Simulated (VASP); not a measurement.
Set up this calculation in VASP 6.6.1, as the native input.

```yaml
Task: single point
Functional: PBEsol
Potentials_or_basis: VASP PAW PBE potentials, release 64 (Si)
Cutoff: 520 eV
k_mesh: 12 × 12 × 12
Occupations: gaussian, width 0.02 eV
Spin: no spin polarisation
Dipole_correction: no
Further_INCAR_settings: ALGO = Normal; EDIFF = 1e-06; NBANDS = 11
```

The structure of Si lies in POSCAR:

```
Si
1.0
    0.0000000000      2.7168139362      2.7168139362
    2.7168139362      0.0000000000      2.7168139362
    2.7168139362      2.7168139362      0.0000000000
Si
2
Direct
    0.7500000000      0.7500000000      0.7500000000
    0.5000000000      0.5000000000      0.5000000000
```

The input as run:

INCAR

```
PREC = Accurate ; ENCUT = 520
EDIFF = 1E-6 ; ISMEAR = 0
SIGMA = 0.02 ; LREAL = F
LASPH = T ; NELM = 100
ALGO = Normal ; ISIF = 2
LWAVE = F ; LCHARG = F
GGA = PS ; NBANDS = 11
```

KPOINTS

```
regular mesh
0
Gamma
  12 12 12
```

Potentials or basis: VASP PAW PBE potentials, release 64 (Si).

Run with:

```bash
$ cat potpaw_PBE.64/Si/POTCAR > POTCAR
$ mpirun -np 1 vasp_std > vasp.out
```

Results of the run:

```yaml
Pressure: 0.1 GPa
Band_gap_on_the_k_mesh: 0.46 eV, indirect (least direct gap 2.52 eV)
```

Caveat: the PAW data sets were made with another functional, which shifts forces and pressure a little.

Wall time 22 s on 1 thread of Intel(R) Xeon(R) Platinum 8259CL CPU @ 2.50GHz (Skylake/Cascade Lake) (shared host), peak memory 0.17 GiB.
